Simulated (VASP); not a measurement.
A run of VASP 6.6.1 is set up as follows.

Contents of INCAR:

```
SYSTEM = Na
PREC = Accurate
ENCUT = 520
EDIFF = 1E-7
ISMEAR = -1
SIGMA = 0.13605693000000002
LREAL = .FALSE.
LASPH = .TRUE.
NELM = 100
ALGO = Normal
ISIF = 2
LWAVE = .FALSE.
LCHARG = .FALSE.
NBANDS = 14
```

The input KPOINTS:

```
regular mesh
0
G
  8 8 8
  0 0 0
```

Contents of POSCAR:

```
Na
1.0
    0.0000000000      3.6507223190      3.6507223190
    3.6507223190      0.0000000000      3.6507223190
    3.6507223190      3.6507223190      0.0000000000
Na
2
Direct
    0.0000000000      0.0000000000      0.0000000000
    0.2500000000      0.2500000000      0.2500000000
```

Potentials or basis: VASP PAW LDA potentials, release 64 (Na_pv).

Launch:

```console
$ cat potpaw_LDA.64/Na_pv/POTCAR > POTCAR
$ mpirun -np 1 vasp_std > vasp.out
```

(1) What does it give for the pressure?

(2) Estimate the band gap on the k mesh.

Answers

(1) 0.0 GPa.

(2) zero (bands 7 and 8 overlap by 0.81 eV).
